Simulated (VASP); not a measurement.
Input of a VASP 6.6.1 run:

File INCAR:

```
SYSTEM = Sb2S3
PREC = Accurate ; ENCUT = 500
EDIFF = 1E-6 ; ISMEAR = 0
SIGMA = 0.02 ; LREAL = .FALSE.
LASPH = .TRUE. ; NELM = 120
ALGO = Normal ; ISIF = 2
LWAVE = .FALSE. ; LCHARG = .FALSE.
GGA = PE ; NBANDS = 72
GGA_COMPAT = .FALSE.
```

Contents of KPOINTS:

```
regular mesh
0
G
  2 6 2
  0 0 0
```

POSCAR

```
Sb2S3
1.0
   12.1798707901      0.0000000000      0.0000000000
    0.0000000000      3.8736615110      0.0000000000
    0.0000000000      0.0000000000     11.2389067409
Sb S
8 12
Direct
    0.8595439513      0.7500000000      0.4666060189
    0.1404560487      0.2500000000      0.5333939811
    0.6404560487      0.2500000000      0.9666060189
    0.3595439513      0.7500000000      0.0333939811
    0.9650716430      0.2500000000      0.1717964645
    0.0349283570      0.7500000000      0.8282035355
    0.5349283570      0.7500000000      0.6717964645
    0.4650716430      0.2500000000      0.3282035355
    0.8759165617      0.7500000000      0.0570351393
    0.1240834383      0.2500000000      0.9429648607
    0.6240834383      0.2500000000      0.5570351393
    0.3759165617      0.7500000000      0.4429648607
    0.0447314341      0.7500000000      0.3750704015
    0.9552685659      0.2500000000      0.6249295985
    0.4552685659      0.2500000000      0.8750704015
    0.5447314341      0.7500000000      0.1249295985
    0.3008587795      0.2500000000      0.1875810251
    0.6991412205      0.7500000000      0.8124189749
    0.1991412205      0.7500000000      0.6875810251
    0.8008587795      0.2500000000      0.3124189749
```

Potentials or basis: VASP PAW PBE potentials, release 64 (Sb, S).

The run is started by

```console
$ cat potpaw_PBE.64/Sb/POTCAR potpaw_PBE.64/S/POTCAR > POTCAR
$ mpirun -np 1 vasp_std > vasp.out
```

Question: What does it give for the pressure?

Answer: -0.1 GPa.

Question: Estimate the band gap on the k mesh.

Answer: 1.31 eV, indirect (least direct gap 1.41 eV).

Question: Predict the largest force.

Answer: 0.015 eV/Å.

Forces in eV/Å, atoms in the order of the input:
```
Sb   0.007  0.000  0.011
Sb  -0.007  0.000 -0.011
Sb  -0.007  0.000  0.011
Sb   0.007  0.000 -0.011
Sb   0.004  0.000  0.014
Sb  -0.004  0.000 -0.014
Sb  -0.004  0.000  0.014
Sb   0.004  0.000 -0.014
S   -0.007  0.000 -0.001
S    0.007  0.000  0.001
S    0.007  0.000 -0.001
S   -0.007  0.000  0.001
S    0.013  0.000 -0.008
S   -0.013  0.000  0.008
S   -0.013  0.000 -0.008
S    0.013  0.000  0.008
S    0.012  0.000  0.002
S   -0.012  0.000 -0.002
S   -0.012  0.000  0.002
S    0.012  0.000 -0.002
```

Caveat: spin-orbit coupling is left out, which moves the levels of the heavy elements. A k mesh can miss the band edges.
